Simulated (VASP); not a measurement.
# BN (F-43m) in VASP: further runs

The runs below take BN through single point, with LDA.

All numbers are computed with VASP 6.6.1; they aren't measurements. Logs are shortened: lines on timing, memory, paths and dates and some standing lists are left out, and cuts for length are marked.

**1. The cell of the first run**

Symmetry: F-43m, No. 216, cubic system. The conventional cell has a = 3.557 Å, b = 3.557 Å, c = 3.557 Å, α = 90.00°, β = 90.00°, γ = 90.00°. B (site symmetry -43m) has 4 N at 1.54 Å within 2.1 Å. Within 2.1 Å of N (site symmetry -43m) lie 4 B at 1.54 Å.

**2. Single point, LDA (5.62 Å³/atom)**

INCAR reads:

```
SYSTEM = BN
PREC = Accurate
ENCUT = 1330
EDIFF = 1E-6
ISMEAR = 0
SIGMA = 0.01
LREAL = .FALSE.
LASPH = .TRUE.
NELM = 120
ALGO = Normal
ISIF = 2
LWAVE = .FALSE.
LCHARG = .FALSE.
NBANDS = 11
GGA_COMPAT = .FALSE.
```

KPOINTS reads:

```
regular mesh
0
G
  12 12 12
  0 0 0
```

POSCAR reads:

```
BN
1.0
    0.0000000000      1.7782587919      1.7782587919
    1.7782587919      0.0000000000      1.7782587919
    1.7782587919      1.7782587919      0.0000000000
B N
1 1
Direct
    0.0000000000      0.0000000000      0.0000000000
    0.7500000000      0.7500000000      0.7500000000
```

Potentials or basis: VASP PAW LDA potentials, release 64 (B_h, N_h).

Started as:

```
$ cat potpaw_LDA.64/B_h/POTCAR potpaw_LDA.64/N_h/POTCAR > POTCAR
$ mpirun -np 1 vasp_std > vasp.out
```

OUTCAR:

```text
SYSTEM = BN
   PREC = Accurate
   ENCUT = 1330
   EDIFF = 1E-6
   ISMEAR = 0
   LREAL = .FALSE.
   LASPH = .TRUE.
   NELM = 120
   ISIF = 2

 ion  position               nearest neighbor table
   1  0.000  0.000  0.000-
   2  0.750  0.750  0.750-

  LATTYP: Found a face centered cubic cell.
 ALAT       =     3.5565175838

  Lattice vectors:

 A1 = (   0.0000000000,   1.7782587919,   1.7782587919)
 A2 = (   1.7782587919,   0.0000000000,   1.7782587919)
 A3 = (   1.7782587919,   1.7782587919,   0.0000000000)

Analysis of symmetry for initial positions (statically):
=====================================================================
 Subroutine PRICEL returns:
 Original cell was already a primitive cell.

 Routine SETGRP: Setting up the symmetry group for a
 face centered cubic supercell.

 Subroutine GETGRP returns: Found 24 space group operations
 (whereof 24 operations were pure point group operations)
 out of a pool of 48 trial point group operations.

The static configuration has the point symmetry T_d .

Analysis of symmetry for dynamics (positions and initial velocities):
=====================================================================
 Subroutine PRICEL returns:
 Original cell was already a primitive cell.

 Routine SETGRP: Setting up the symmetry group for a
 face centered cubic supercell.

 Subroutine GETGRP returns: Found 24 space group operations
 (whereof 24 operations were pure point group operations)
 out of a pool of 48 trial point group operations.

The dynamic configuration has the point symmetry T_d .

 Subroutine INISYM returns: Found 24 space group operations
 (whereof 24 operations are pure point group operations),
 and found     1 'primitive' translations

----------------------------------------------------------------------------------------

                                     Primitive cell

  volume of cell :      11.2464

  direct lattice vectors                    reciprocal lattice vectors
     0.000000000  1.778258792  1.778258792    -0.281173923  0.281173923  0.281173923
     1.778258792  0.000000000  1.778258792     0.281173923 -0.281173923  0.281173923
     1.778258792  1.778258792  0.000000000     0.281173923  0.281173923 -0.281173923

  length of vectors
     2.514837701  2.514837701  2.514837701     0.487007520  0.487007520  0.487007520

  position of ions in fractional coordinates (direct lattice)
     0.000000000  0.000000000  0.000000000
     0.750000000  0.750000000  0.750000000

  ion indices of the primitive-cell ions
   primitive index   ion index
                 1           1
                 2           2

----------------------------------------------------------------------------------------

 KPOINTS: regular mesh

Automatic generation of k-mesh.
 Grid dimensions read from file:
 generate k-points for:   12   12   12

 Generating k-lattice:

  Cartesian coordinates                     Fractional coordinates (reciprocal lattice)
    -0.023431160  0.023431160  0.023431160     0.083333333  0.000000000  0.000000000
     0.023431160 -0.023431160  0.023431160     0.000000000  0.083333333  0.000000000
     0.023431160  0.023431160 -0.023431160     0.000000000  0.000000000  0.083333333

  Length of vectors
     0.040583960  0.040583960  0.040583960

  Shift w.r.t. Gamma in fractional coordinates (k-lattice)
     0.000000000  0.000000000  0.000000000

 Subroutine IBZKPT returns following result:
 ===========================================

 Found     72 irreducible k-points:

 Following reciprocal coordinates:
            Coordinates               Weight
  0.000000  0.000000  0.000000      1.000000
  0.083333  0.000000  0.000000      8.000000
  0.166667  0.000000  0.000000      8.000000
  0.250000  0.000000  0.000000      8.000000
  0.333333  0.000000  0.000000      8.000000
  0.416667  0.000000  0.000000      8.000000
[... 16 lines left out ...]
  0.500000  0.166667  0.000000     24.000000
 -0.416667  0.166667  0.000000     24.000000
 [... further k-points ...]
   k-points           NKPTS =     72   k-points in BZ     NKDIM =     72   number of bands    NBANDS=     11
   number of dos      NEDOS =    301   number of ions     NIONS =      2
   total plane-waves  NPLWV =  27000
   dimension x,y,z NGX =    30 NGY =   30 NGZ =   30
   dimension x,y,z NGXF=    60 NGYF=   60 NGZF=   60
   ions per type =               1   1
   NGX,Y,Z   is equivalent  to a cutoff of  19.83, 19.83, 19.83 a.u.
   NGXF,Y,Z  is equivalent  to a cutoff of  39.66, 39.66, 39.66 a.u.
 SYSTEM =  BN
   PREC   = accura    normal or accurate (medium, high low for compatibility)
   ISTART =      0    job   : 0-new  1-cont  2-samecut
   ICHARG =      2    charge: 1-file 2-atom 10-const
   ISPIN  =      1    spin polarized calculation?
   LNONCOLLINEAR =      F non collinear calculations
   LSORBIT =      F    spin-orbit coupling
   LASPH  =      T    aspherical Exc in radial PAW
   ENCUT  = 1330.0 eV  97.75 Ry    9.89 a.u.   7.48  7.48  7.48*2*pi/ulx,y,z
   NELM   =    120;   NELMIN=  2; NELMDL= -5     # of ELM steps
   EDIFF  = 0.1E-05   stopping-criterion for ELM
   LREAL  =      F    real-space projection
   EDIFFG = 0.1E-04   stopping-criterion for IOM
   NSW    =      0    number of steps for IOM
   IBRION =     -1    ionic relax: 0-MD 1-quasi-New 2-CG
   NFREE  =      0    steps in history (QN), initial steepest desc. (CG)
   ISIF   =      2    stress and relaxation
   ISYM   =      2    0-nonsym 1-usesym 2-fastsym
   POTIM  = 0.5000    time-step for ionic-motion
   TEBEG  =    0.0;   TEEND  =   0.0 temperature during run
   PSTRESS=    0.0 pullay stress
   NELECT =       8.0000    total number of electrons
   NUPDOWN=      -1.0000    fix difference up-down
   EMIN   =  10.00;   EMAX   =-10.00  energy-range for DOS
   EFERMI =   0.00;   METHOD = LEGACY
   ISMEAR =     0;   SIGMA  =   0.01  broadening in eV -4-tet -1-fermi 0-gaus
   EFERMI_NEDOS =   21; number of points for ismear=-14 and -15
   IALGO  =     38    algorithm
   IMIX   =      4    mixing-type and parameters
     AMIX     =   0.40;   BMIX     =  1.00
     AMIX_MAG =   1.60;   BMIX_MAG =  1.00
  volume/ion in A,a.u.               =       5.62        37.95
  Fermi-wavevector in a.u.,A,eV,Ry     =   1.461391  2.761629 29.057482  2.135665
  Thomas-Fermi vector in A             =   2.577728
   LORBIT       =      0    0 simple, 1 ext, 2 COOP (PROOUT), +10 PAW based schemes
   GGA     = CA    functional components
   LHFCALC =     F    Hartree Fock is set to
   AEXX    =    0.0000 exact exchange contribution
   IVDW    =     0    specifies the selected vdW correction
   LEPSILON=     F    determine dielectric tensor
   LRPA    =     F    only Hartree local field effects (RPA)
 non-spin polarized calculation
 Gauss-broadening in eV      SIGMA  =   0.01
  energy-cutoff  :     1330.00
  volume of cell :       11.25
 maximum number of plane-waves:      1258
 NGX is ok and might be reduce to    30
   NGX = 15   NGY = 15   NGZ = 15

 number of electron       8.0000000 magnetization

 Free energy of the ion-electron system (eV)
  ---------------------------------------------------
  ext. energy  EPLUGINS =         0.00000000
  ---------------------------------------------------
  free energy    TOTEN  =       -19.41377806 eV

  energy without entropy =      -19.41377806  energy(sigma->0) =      -19.41377806

 E-fermi :   9.6469     XC(G=0): -13.5091

 val. band max:        9.5463397123   @ k =   0.0000   0.0000   0.0000
 cond. band min:      13.9515814074   @ k =   0.5000   0.5000   0.0000
 fundamental gap:      4.4052416950
 Fermi energy:         9.6469366763

 k-point     1 :       0.0000    0.0000    0.0000
  band No.  band energies     occupation
      1     -11.0885      2.00000
      2       9.5463      2.00000
      3       9.5463      2.00000
      4       9.5463      2.00000
      5      18.4650      0.00000
      6      18.4650      0.00000
      7      18.4650      0.00000
      8      20.7906      0.00000
      9      34.9759      0.00000
     10      37.9287      0.00000
     11      37.9287      0.00000

 k-point     2 :       0.0833    0.0000    0.0000
  band No.  band energies     occupation
      1     -10.9124      2.00000
      2       8.6104      2.00000
      3       9.3539      2.00000
      4       9.3539      2.00000
      5      18.7547      0.00000
      6      18.7547      0.00000
      7      18.7588      0.00000
      8      21.2912      0.00000
      9      34.5946      0.00000
     10      35.5145      0.00000
     11      35.5145      0.00000

 k-point     3 :       0.1667    0.0000    0.0000
  band No.  band energies     occupation
      1     -10.3894      2.00000
      2       6.4484      2.00000
      3       8.8882      2.00000
      4       8.8882      2.00000
      5      19.2423      0.00000
      6      19.4230      0.00000
      7      19.4230      0.00000
      8      22.4896      0.00000
      9      33.8305      0.00000
     10      33.8973      0.00000
     11      33.8973      0.00000

 k-point     4 :       0.2500    0.0000    0.0000
  band No.  band energies     occupation
      1      -9.5407      2.00000
      2       3.8964      2.00000
      3       8.3536      2.00000
      4       8.3536      2.00000
      5      19.6905      0.00000
      6      20.0497      0.00000
      7      20.0497      0.00000
      8      23.6809      0.00000
      9      33.2669      0.00000
     10      33.4895      0.00000
     11      33.4895      0.00000
[... 239 lines left out ...]
 k-point    22 :       0.4167    0.1667    0.0000
  band No.  band energies     occupation
      1      -7.4688      2.00000
      2       1.0823      2.00000
      3       6.3053      2.00000
      4       6.4228      2.00000
      5      18.1834      0.00000
      6      22.4570      0.00000
      7      22.6977      0.00000
      8      23.7315      0.00000
      9      30.2656      0.00000
     10      36.4800      0.00000
     11      38.5241      0.00000

 k-point    23 :       0.5000    0.1667    0.0000
  band No.  band energies     occupation
      1      -6.4005      2.00000
      2      -0.5967      2.00000
      3       5.6906      2.00000
      4       6.5026      2.00000
      5      18.5222      0.00000
      6      22.4296      0.00000
      7      22.4734      0.00000
      8      25.0556      0.00000
      9      30.6207      0.00000
     10      36.6697      0.00000
     11      37.7023      0.00000

 k-point    24 :      -0.4167    0.1667    0.0000
  band No.  band energies     occupation
      1      -6.1879      2.00000
      2      -0.8973      2.00000
      3       5.2652      2.00000
      4       6.8369      2.00000
      5      18.9766      0.00000
      6      22.0156      0.00000
      7      22.3526      0.00000
      8      25.7086      0.00000
      9      30.9067      0.00000
     10      35.3397      0.00000
     11      36.9384      0.00000

 [... further k-points ...]
[... 5 lines left out ...]
  --------------------------------------------------------------------------------------
  -------------------------------------------------------------------------------------
  Total        0.6446499      0.6446499      0.6446499      0.0000000      0.0000000      0.0000000
  in kB       91.8374036     91.8374036     91.8374036      0.0000000      0.0000000      0.0000000
  external PRESSURE =      91.8374036 kB  Pullay stress =       0.0000000 kB

 VOLUME and BASIS-vectors are now :
 -----------------------------------------------------------------------------
  energy-cutoff  :     1330.00
  volume of cell :       11.25
      direct lattice vectors                 reciprocal lattice vectors
     0.000000000  1.778258792  1.778258792    -0.281173923  0.281173923  0.281173923
     1.778258792  0.000000000  1.778258792     0.281173923 -0.281173923  0.281173923
     1.778258792  1.778258792  0.000000000     0.281173923  0.281173923 -0.281173923

 POSITION                                       TOTAL-FORCE (eV/Angst)
 -----------------------------------------------------------------------------------
      0.00000      0.00000      0.00000        -0.000000     -0.000000     -0.000000
      2.66739      2.66739      2.66739         0.000000      0.000000      0.000000
 -----------------------------------------------------------------------------------
    total drift:                               -0.000000     -0.000000      0.000000

  FREE ENERGIE OF THE ION-ELECTRON SYSTEM (eV)
  ---------------------------------------------------
  free  energy   TOTEN  =       -19.4137780582 eV

  energy  without entropy=      -19.4137780582  energy(sigma->0) =      -19.41377806
```

Run time: 11 s. Hardware: 1 thread of AMD EPYC 9R45 (Zen 5), shared host; peak memory 0.13 GiB.

What came out:

| Item | Value |
| --- | --- |
| Free energy | -19.4138 eV |
| Pressure | 9.2 GPa |
| Band gap on the k mesh | 4.41 eV (least direct gap 8.92 eV) |

Caveat: the cell stands under pressure. A k mesh can miss the band edges.

**3. Single point, LDA**

This run uses another cell than the first one, of 5.58 Å³/atom.

INCAR reads:

```
SYSTEM = BN
PREC = Accurate ; ENCUT = 1330
EDIFF = 1E-6 ; ISMEAR = 0
SIGMA = 0.01 ; LREAL = .False.
LASPH = .True. ; NELM = 120
ALGO = Normal ; ISIF = 2
LWAVE = .False. ; LCHARG = .True.
GGA = CA ; LELF = .True.
LVHAR = .True. ; NBANDS = 11
GGA_COMPAT = .False.
```

KPOINTS reads:

```
Automatic mesh
0
Gamma
  12 12 12
  0 0 0
```

POSCAR reads:

```
BN
1.0
    0.0000000000      1.7734356659      1.7734356659
    1.7734356659      0.0000000000      1.7734356659
    1.7734356659      1.7734356659      0.0000000000
B N
1 1
Direct
    0.0000000000      0.0000000000      0.0000000000
    0.7500000000      0.7500000000      0.7500000000
```

Potentials or basis: VASP PAW LDA potentials, release 64 (B_h, N_h).

Started as:

```
$ cat potpaw_LDA.64/B_h/POTCAR potpaw_LDA.64/N_h/POTCAR > POTCAR
$ mpirun -np 1 vasp_std > vasp.out
```

Wall time 40 s (1 thread of Intel Xeon Platinum 8259CL at 2.50GHz (Skylake/Cascade Lake), shared host); peak memory 0.16 GiB.

It converged, with:

```
Free energy            : -19.4073 eV
Pressure               : 12.8 GPa
Band gap on the k mesh : 4.41 eV (least direct gap 8.96 eV)
```

Levels at points of the mesh, in eV from the valence-band top:
| k point | band 1 | band 2 | band 3 | band 4 | band 5 | band 6 | band 7 | band 8 |
| --- | --- | --- | --- | --- | --- | --- | --- | --- |
| (0.00, 0.00, 0.00) | -20.73 | 0.00 | 0.00 | 0.00 | 8.96 | 8.96 | 8.96 | 11.38 |
| (0.50, 0.00, 0.00) | -16.17 | -11.25 | -2.06 | -2.06 | 10.88 | 10.88 | 10.97 | 15.60 |
| (0.50, 0.50, 0.00) | -14.72 | -9.26 | -5.22 | -5.22 | 4.41 | 9.47 | 18.58 | 18.58 |

Caveat: the cell stands under pressure.
